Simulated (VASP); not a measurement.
Write the native input for VASP 6.6.1 that does the following.

* Task: single point
* Functional: LDA
* Potentials or basis: VASP PAW LDA potentials, release 64 (Si, O)
* Cutoff: 520 eV
* k mesh: 4 × 4 × 4
* Occupations: gaussian, width 0.02 eV
* Spin: no spin polarisation
* Dipole correction: no
* Further INCAR settings: LREAL = Auto; ALGO = Normal; EDIFF = 1e-06; NBANDS = 82

The structure of SiO2 lies in POSCAR:

```
SiO2
1.0
   -4.1075801133      4.1075801133      4.1075801133
    4.1075801133     -4.1075801133      4.1075801133
    4.1075801133      4.1075801133     -4.1075801133
Si O
8 16
Direct
    0.5000000000      0.0000000000      0.7767817226
    0.2767817226      0.2767817226      0.2767817226
    0.5000000000      0.0000000000      0.2232182774
    0.7232182774      0.7232182774      0.7232182774
    0.7767817226      0.5000000000      0.0000000000
    0.0000000000      0.2232182774      0.5000000000
    0.2232182774      0.5000000000      0.0000000000
    0.0000000000      0.7767817226      0.5000000000
    0.6947306244      0.9447306244      0.7500000000
    0.7500000000      0.6947306244      0.9447306244
    0.8052693756      0.5552693756      0.2500000000
    0.7500000000      0.1947306244      0.4447306244
    0.0552693756      0.2500000000      0.3052693756
    0.5000000000      0.0000000000      0.0000000000
    0.2500000000      0.8052693756      0.5552693756
    0.4447306244      0.7500000000      0.1947306244
    0.3052693756      0.0552693756      0.2500000000
    0.1947306244      0.4447306244      0.7500000000
    0.9447306244      0.7500000000      0.6947306244
    0.5000000000      0.5000000000      0.5000000000
    0.2500000000      0.3052693756      0.0552693756
    0.0000000000      0.5000000000      0.0000000000
    0.0000000000      0.0000000000      0.5000000000
    0.5552693756      0.2500000000      0.8052693756
```

One way to write it, as run:

INCAR

```
ALGO = Normal ; EDIFF = 1E-6
ENCUT = 520 ; GGA = CA
ISIF = 2 ; ISMEAR = 0
LASPH = True ; LCHARG = False
LREAL = Auto ; LWAVE = False
NBANDS = 82 ; NELM = 60
PREC = Accurate ; SIGMA = 0.02
```

KPOINTS

```
k-points
0
Gamma
  4 4 4
```

Potentials or basis: VASP PAW LDA potentials, release 64 (Si, O).

Command:

```sh
$ cat potpaw_LDA.64/Si/POTCAR potpaw_LDA.64/O/POTCAR > POTCAR
$ mpirun -np 1 vasp_std > vasp.out
```

It gave:

| Item | Value |
| --- | --- |
| Pressure | 3.7 GPa |
| Largest force | 0.052 eV/Å |
| Band gap on the k mesh | 6.05 eV (least direct gap 6.12 eV) |

Caveat: the cell stands under pressure.

Run time: 3.1 min on 1 thread of Intel(R) Xeon(R) 6975P-C (Granite Rapids) (shared host), peak memory 0.35 GiB.
